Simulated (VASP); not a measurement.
# TiAl (P4/mmm) in VASP: single point with LDA

Aim: the single point of TiAl with LDA.

Everything below comes from runs of VASP 6.6.1. Logs are shortened: lines on timing, memory, paths and dates and some standing lists are left out, and cuts for length are marked.

### 1 The cell of the first run

It takes space group P4/mmm (No. 123, tetragonal). Conventional cell: a = 3.433 Å, b = 3.433 Å, c = 3.179 Å, α = 90.00°, β = 90.00°, γ = 90.00°. Within 3.8 Å of Ti (site symmetry 4/mmm) lie 8 Al at 2.90 Å and 6 Ti at 3.18 to 3.43 Å. Al (site symmetry 4/mmm) has 8 Ti at 2.90 Å and 6 Al at 3.18 to 3.43 Å within 3.8 Å.

### 2 Single point, LDA (strain +0.080 along x and y, +0.000 along z)

Contents of INCAR:

```
SYSTEM = TiAl
  PREC = Accurate
  ENCUT = 520
  EDIFF = 1E-6
  ISMEAR = 0
  SIGMA = 0.15
  LREAL = .False.
  LASPH = .True.
  NELM = 80
  ALGO = Fast
  ISIF = 2
  LWAVE = .False.
  LCHARG = .True.
  GGA = CA
  LELF = .True.
  LVHAR = .True.
  NBANDS = 14
```

Contents of KPOINTS:

```
regular mesh
0
Gamma
  16 16 16
  0 0 0
```

Contents of POSCAR:

```
TiAl
1.0
    3.4333891200      0.0000000000      0.0000000000
    0.0000000000      3.4333891200      0.0000000000
    0.0000000000      0.0000000000      3.1790640000
Ti Al
1 1
Direct
    0.0000000000      0.0000000000      0.0000000000
    0.5000000000      0.5000000000      0.5000000000
```

Potentials or basis: VASP PAW LDA potentials, release 64 (Ti_sv, Al).

Run with:

```console
$ cat potpaw_LDA.64/Ti_sv/POTCAR potpaw_LDA.64/Al/POTCAR > POTCAR
$ mpirun -np 1 vasp_std > vasp.out
```

OUTCAR:

```text
SYSTEM = TiAl
   PREC = Accurate
   ENCUT = 520
   EDIFF = 1E-6
   ISMEAR = 0
   LREAL = .False.
   LASPH = .True.
   NELM = 80
   ISIF = 2
   GGA = CA

 ion  position               nearest neighbor table
   1  0.000  0.000  0.000-   2 2.90   2 2.90   2 2.90   2 2.90   2 2.90   2 2.90   2 2.90   2 2.90

   2  0.500  0.500  0.500-   1 2.90   1 2.90   1 2.90   1 2.90   1 2.90   1 2.90   1 2.90   1 2.90

  LATTYP: Found a simple tetragonal cell.
 ALAT       =     3.4333891200
 C/A-ratio  =     0.9259259259

  Lattice vectors:

 A1 = (   3.4333891200,   0.0000000000,   0.0000000000)
 A2 = (   0.0000000000,   3.4333891200,   0.0000000000)
 A3 = (   0.0000000000,   0.0000000000,   3.1790640000)

Analysis of symmetry for initial positions (statically):
=====================================================================
 Subroutine PRICEL returns:
 Original cell was already a primitive cell.

 Routine SETGRP: Setting up the symmetry group for a
 simple tetragonal supercell.

 Subroutine GETGRP returns: Found 16 space group operations
 (whereof 16 operations were pure point group operations)
 out of a pool of 16 trial point group operations.

The static configuration has the point symmetry D_4h.

Analysis of symmetry for dynamics (positions and initial velocities):
=====================================================================
 Subroutine PRICEL returns:
 Original cell was already a primitive cell.

 Routine SETGRP: Setting up the symmetry group for a
 simple tetragonal supercell.

 Subroutine GETGRP returns: Found 16 space group operations
 (whereof 16 operations were pure point group operations)
 out of a pool of 16 trial point group operations.

The dynamic configuration has the point symmetry D_4h.

 Subroutine INISYM returns: Found 16 space group operations
 (whereof 16 operations are pure point group operations),
 and found     1 'primitive' translations

----------------------------------------------------------------------------------------

                                     Primitive cell

  volume of cell :      37.4753

  direct lattice vectors                    reciprocal lattice vectors
     3.433389120  0.000000000  0.000000000     0.291257403  0.000000000  0.000000000
     0.000000000  3.433389120  0.000000000     0.000000000  0.291257403  0.000000000
     0.000000000  0.000000000  3.179064000     0.000000000  0.000000000  0.314557996

  length of vectors
     3.433389120  3.433389120  3.179064000     0.291257403  0.291257403  0.314557996

  position of ions in fractional coordinates (direct lattice)
     0.000000000  0.000000000  0.000000000
     0.500000000  0.500000000  0.500000000

  ion indices of the primitive-cell ions
   primitive index   ion index
                 1           1
                 2           2

----------------------------------------------------------------------------------------

 KPOINTS: regular mesh

Automatic generation of k-mesh.
 Grid dimensions read from file:
 generate k-points for:   16   16   16

 Generating k-lattice:

  Cartesian coordinates                     Fractional coordinates (reciprocal lattice)
     0.018203588  0.000000000  0.000000000     0.062500000  0.000000000  0.000000000
     0.000000000  0.018203588  0.000000000     0.000000000  0.062500000  0.000000000
     0.000000000  0.000000000  0.019659875     0.000000000  0.000000000  0.062500000

  Length of vectors
     0.018203588  0.018203588  0.019659875

  Shift w.r.t. Gamma in fractional coordinates (k-lattice)
     0.000000000  0.000000000  0.000000000

 Subroutine IBZKPT returns following result:
 ===========================================

 Found    405 irreducible k-points:

 Following reciprocal coordinates:
            Coordinates               Weight
  0.000000  0.000000  0.000000      1.000000
  0.062500  0.000000  0.000000      4.000000
  0.125000  0.000000  0.000000      4.000000
  0.187500  0.000000  0.000000      4.000000
  0.250000  0.000000  0.000000      4.000000
  0.312500  0.000000  0.000000      4.000000
[... 16 lines left out ...]
  0.437500  0.125000  0.000000      8.000000
  0.500000  0.125000  0.000000      4.000000
 [... further k-points ...]
   k-points           NKPTS =    405   k-points in BZ     NKDIM =    405   number of bands    NBANDS=     14
   number of dos      NEDOS =    301   number of ions     NIONS =      2
   total plane-waves  NPLWV =  18816
   dimension x,y,z NGX =    28 NGY =   28 NGZ =   24
   dimension x,y,z NGXF=    56 NGYF=   56 NGZF=   48
   ions per type =               1   1
   NGX,Y,Z   is equivalent  to a cutoff of  13.56, 13.56, 12.55 a.u.
   NGXF,Y,Z  is equivalent  to a cutoff of  27.12, 27.12, 25.10 a.u.
 SYSTEM =  TiAl
   PREC   = accura    normal or accurate (medium, high low for compatibility)
   ISTART =      0    job   : 0-new  1-cont  2-samecut
   ICHARG =      2    charge: 1-file 2-atom 10-const
   ISPIN  =      1    spin polarized calculation?
   LNONCOLLINEAR =      F non collinear calculations
   LSORBIT =      F    spin-orbit coupling
   LASPH  =      T    aspherical Exc in radial PAW
   ENCUT  =  520.0 eV  38.22 Ry    6.18 a.u.   6.38  6.38  5.91*2*pi/ulx,y,z
   NELM   =     80;   NELMIN=  2; NELMDL= -5     # of ELM steps
   EDIFF  = 0.1E-05   stopping-criterion for ELM
   LREAL  =      F    real-space projection
   EDIFFG = 0.1E-04   stopping-criterion for IOM
   NSW    =      0    number of steps for IOM
   IBRION =     -1    ionic relax: 0-MD 1-quasi-New 2-CG
   NFREE  =      0    steps in history (QN), initial steepest desc. (CG)
   ISIF   =      2    stress and relaxation
   ISYM   =      2    0-nonsym 1-usesym 2-fastsym
   POTIM  = 0.5000    time-step for ionic-motion
   TEBEG  =    0.0;   TEEND  =   0.0 temperature during run
   PSTRESS=    0.0 pullay stress
   NELECT =      15.0000    total number of electrons
   NUPDOWN=      -1.0000    fix difference up-down
   EMIN   =  10.00;   EMAX   =-10.00  energy-range for DOS
   EFERMI =   0.00;   METHOD = LEGACY
   ISMEAR =     0;   SIGMA  =   0.15  broadening in eV -4-tet -1-fermi 0-gaus
   EFERMI_NEDOS =   21; number of points for ismear=-14 and -15
   IALGO  =     68    algorithm
   IMIX   =      4    mixing-type and parameters
     AMIX     =   0.40;   BMIX     =  1.00
     AMIX_MAG =   1.60;   BMIX_MAG =  1.00
  volume/ion in A,a.u.               =      18.74       126.45
  Fermi-wavevector in a.u.,A,eV,Ry     =   1.206489  2.279934 19.804864  1.455616
  Thomas-Fermi vector in A             =   2.342155
   LORBIT       =      0    0 simple, 1 ext, 2 COOP (PROOUT), +10 PAW based schemes
   GGA     = CA    functional components
   LHFCALC =     F    Hartree Fock is set to
   AEXX    =    0.0000 exact exchange contribution
   IVDW    =     0    specifies the selected vdW correction
   LEPSILON=     F    determine dielectric tensor
   LRPA    =     F    only Hartree local field effects (RPA)
 non-spin polarized calculation
 RMM-DIIS sequential band-by-band and
 Gauss-broadening in eV      SIGMA  =   0.15
  energy-cutoff  :      520.00
  volume of cell :       37.48
 maximum number of plane-waves:      1036
 NGX is ok and might be reduce to    28
   NGX = 13   NGY = 13   NGZ = 11

 number of electron      14.9999996 magnetization

 Free energy of the ion-electron system (eV)
  ---------------------------------------------------
  ext. energy  EPLUGINS =         0.00000000
  ---------------------------------------------------
  free energy    TOTEN  =       -12.89915931 eV

  energy without entropy =      -12.86122995  energy(sigma->0) =      -12.88019463

 E-fermi :   6.9458     XC(G=0): -10.6584

 val. band max:        6.9413507551   @ k =   0.4375   0.1250   0.2500
 cond. band min:       6.9462590890   @ k =   0.3750   0.0625   0.1250
 fundamental gap:      0.0049083339
 Fermi energy:         6.9458056276

 k-point     1 :       0.0000    0.0000    0.0000
  band No.  band energies     occupation
      1     -49.4954      2.00000
      2     -26.1152      2.00000
      3     -26.1152      2.00000
      4     -26.0219      2.00000
      5      -1.5320      2.00000
      6       5.8173      2.00000
      7       5.9320      2.00000
      8       8.2056      0.00000
      9       8.5376      0.00000
     10       8.5376      0.00000
     11      10.1431      0.00000
     12      10.1431      0.00000
     13      12.0643      0.00000
     14      14.7042      0.00000

 k-point     2 :       0.0625    0.0000    0.0000
  band No.  band energies     occupation
      1     -49.4952      2.00000
      2     -26.1182      2.00000
      3     -26.1150      2.00000
      4     -26.0217      2.00000
      5      -1.4801      2.00000
      6       5.7843      2.00000
      7       5.9383      2.00000
      8       8.1015      0.00000
      9       8.4844      0.00000
     10       8.5421      0.00000
     11       9.9254      0.00000
     12      10.2927      0.00000
     13      12.1615      0.00000
     14      14.7659      0.00000

 k-point     3 :       0.1250    0.0000    0.0000
  band No.  band energies     occupation
      1     -49.4946      2.00000
      2     -26.1265      2.00000
      3     -26.1143      2.00000
      4     -26.0210      2.00000
      5      -1.3255      2.00000
      6       5.6279      2.00000
      7       5.9847      2.00000
      8       7.8594      0.00000
      9       8.3439      0.00000
     10       8.5551      0.00000
     11       9.4719      0.00000
     12      10.6719      0.00000
     13      12.4350      0.00000
     14      14.6542      0.00000
[... 324 lines left out ...]
 k-point    23 :       0.4375    0.1250    0.0000
  band No.  band energies     occupation
      1     -49.4893      2.00000
      2     -26.1877      2.00000
      3     -26.1196      2.00000
      4     -26.0153      2.00000
      5       0.8774      2.00000
      6       2.8113      2.00000
      7       6.4126      2.00000
      8       6.6560      1.99371
      9       7.6171      0.00000
     10       8.5240      0.00000
     11       9.1146      0.00000
     12      12.2046      0.00000
     13      13.7962      0.00000
     14      15.4658      0.00000

 k-point    24 :       0.5000    0.1250    0.0000
  band No.  band energies     occupation
      1     -49.4891      2.00000
      2     -26.1906      2.00000
      3     -26.1194      2.00000
      4     -26.0151      2.00000
      5       1.1561      2.00000
      6       2.4791      2.00000
      7       6.5356      1.99989
      8       6.5362      1.99989
      9       7.5893      0.00000
     10       8.5301      0.00000
     11       9.1377      0.00000
     12      12.4068      0.00000
     13      13.6192      0.00000
     14      15.3209      0.00000

 [... further k-points ...]
[... 5 lines left out ...]
  --------------------------------------------------------------------------------------
  -------------------------------------------------------------------------------------
  Total       -3.7107788     -3.7107788     -4.3230206      0.0000000      0.0000000      0.0000000
  in kB     -158.6464393   -158.6464393   -184.8215294      0.0000000      0.0000000      0.0000000
  external PRESSURE =    -167.3714693 kB  Pullay stress =       0.0000000 kB

 VOLUME and BASIS-vectors are now :
 -----------------------------------------------------------------------------
  energy-cutoff  :      520.00
  volume of cell :       37.48
      direct lattice vectors                 reciprocal lattice vectors
     3.433389120  0.000000000  0.000000000     0.291257403  0.000000000  0.000000000
     0.000000000  3.433389120  0.000000000     0.000000000  0.291257403  0.000000000
     0.000000000  0.000000000  3.179064000     0.000000000  0.000000000  0.314557996

 POSITION                                       TOTAL-FORCE (eV/Angst)
 -----------------------------------------------------------------------------------
      0.00000      0.00000      0.00000         0.000000      0.000000      0.000000
      1.71669      1.71669      1.58953         0.000000      0.000000      0.000000
 -----------------------------------------------------------------------------------
    total drift:                               -0.000000     -0.000000     -0.000000

  FREE ENERGIE OF THE ION-ELECTRON SYSTEM (eV)
  ---------------------------------------------------
  free  energy   TOTEN  =       -12.8991593115 eV

  energy  without entropy=      -12.8612299489  energy(sigma->0) =      -12.88019463
```

It took 6 min on 1 thread of Intel Xeon 8259CL, shared host; peak memory 0.32 GiB.

Results:

* Free energy: -12.8992 eV
* Pressure: -16.7 GPa
* Band gap on the k mesh: zero (an odd number of electrons rules out a gap without spin polarisation)

Levels at points of the mesh, in eV from the Fermi level:
```
           k point  band 4  band 5  band 6  band 7  band 8  band 9  band 10  band 11  band 12  band 13
(0.00, 0.00, 0.00)  -32.97   -8.48   -1.13   -1.01    1.26    1.59     1.59     3.20     3.20     5.12
(0.50, 0.00, 0.00)  -32.96   -5.90   -4.69   -0.44   -0.15    0.60     1.71     2.19     6.37     7.63
(0.50, 0.50, 0.00)  -32.96   -4.90   -2.10   -2.10   -1.36    0.95     0.95     2.06     3.40     3.60
(0.00, 0.00, 0.50)  -33.05   -5.23   -4.49   -0.26   -0.09   -0.09     1.50     2.91     6.51     8.04
(0.50, 0.00, 0.50)  -33.04   -4.40   -1.94   -1.56   -1.14    0.39     0.54     2.27     3.67     4.18
(0.50, 0.50, 0.50)  -33.11   -2.59   -2.55   -2.55   -0.16    2.14     2.44     2.64     2.64     2.83
```

Caveat: the cell differs from its parent crystal (strain +0.080 along x and y, +0.000 along z); the cell stands under tension.
